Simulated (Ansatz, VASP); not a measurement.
**C: VASP beside Ansatz**

The input INCAR:

```
ALGO     = Normal         # electronic algorithm
EDIFF    = 1E-6           # SCF threshold, eV
ENCUT    = 520            # plane-wave cutoff, eV
GGA      = PE             # functional
ISIF     = 2              # what is computed and relaxed
ISMEAR   = 0              # smearing method
LASPH    = T              # aspherical terms in the spheres
LCHARG   = F              # write CHGCAR
LREAL    = F              # projectors in reciprocal space
LWAVE    = F              # write WAVECAR
NBANDS   = 11             # bands
NELM     = 100            # most SCF steps
PREC     = Accurate       # precision mode
SIGMA    = 0.05           # smearing width, eV
```

KPOINTS

```
k-points
0
Gamma
  12 12 12
```

Contents of POSCAR:

```
C
1.0
   -0.5638545350      1.5505999714      1.5505999714
    1.5505999714     -0.5638545350      1.5505999714
    1.5505999714      1.5505999714     -0.5638545350
C
2
Direct
    0.5000000000      0.5000000000      0.5000000000
    0.7500000000      0.7500000000      0.7500000000
```

Input for Ansatz:

```yaml
crystal:
  lattice:
    - [-0.563854535, 1.5505999714, 1.5505999714]
    - [1.5505999714, -0.563854535, 1.5505999714]
    - [1.5505999714, 1.5505999714, -0.563854535]
  atoms:
    - { symbol: C, position: [0.5, 0.5, 0.5] }
    - { symbol: C, position: [0.75, 0.75, 0.75] }
basis:
  ecutwfc: 420
kpoints:
  mp_grid: { grid: [12, 12, 12] }
hamiltonian:
  xc: pbe
scf:
  occupations: { method: gaussian, width: 0.05 }
output:
  forces: true
  stress: true
  eigenvalues: true
```

Alike in both runs: task single point; functional PBE; k mesh 12 × 12 × 12; occupations gaussian, width 0.05 eV; no spin polarisation.

|  | VASP | Ansatz |
| --- | --- | --- |
| version | VASP 6.6.1 | Ansatz 0.2.0 |
| potentials or method | VASP PAW PBE potentials, release 64 (C), cutoff 520 eV | scalar-relativistic, plane waves, PAW |
| valence electrons in the cell | 8 | 8 |

```tsv
	VASP	Ansatz	Ansatz less VASP
gap on the k mesh at the Fermi level (eV)	none	none	-
rms of the force components (eV/Å)	14.702	14.462	-0.2391
```

Atom by atom the forces differ by 0.239 eV/Å (rms over components). A gap of «none» marks a metal or a gap that the smearing closes.
